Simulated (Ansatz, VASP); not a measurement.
**Two plane-wave programs on KCdCO3F**

```
K Cd C O F
1.0
     5.13211    0.00000    0.00000
    -2.56606    4.44454    0.00000
     0.00000    0.00000    4.48938
K Cd C O F
1 1 1 3 1
Direct
  0.00000 0.00000 0.00000
  0.66667 0.33333 0.50000
  0.33333 0.66667 0.50000
  0.18786 0.37572 0.50000
  0.18786 0.81214 0.50000
  0.62428 0.81214 0.50000
  0.66667 0.33333 0.00000
```

Alike in both runs: task single point; functional PBE; k mesh 6 × 6 × 6; occupations gaussian, width 0.02 eV; no spin polarisation.

|  | VASP | Ansatz |
| --- | --- | --- |
| version | VASP 6.6.1 | Ansatz 0.2.0 |
| potentials or method | VASP PAW PBE potentials, release 64 (K_sv, Cd, C, O, F), cutoff 600 eV | scalar-relativistic, plane waves, PAW |
| valence electrons in the cell | 50 | 58 |

Ansatz gave:

- gap on the k mesh at the Fermi level (eV): 1.78
- least direct gap on the mesh (eV): 1.78
- pressure (GPa): 0.0
- traceless stress, the component that is largest in VASP (GPa): 0.01
- rms of the force components (eV/Å): 0.000

Q: Which values does VASP return?

A: gap on the k mesh at the Fermi level (eV): 1.75; least direct gap on the mesh (eV): 1.76; pressure (GPa): 0.6; traceless stress, the component that is largest in VASP (GPa): -0.37; rms of the force components (eV/Å): 0.097.

Atom by atom the forces differ by 0.096 eV/Å (rms over components). VASP's potentials hold 50 valence electrons a cell and Ansatz's 58, so a difference there can come from the potentials and not from the codes.
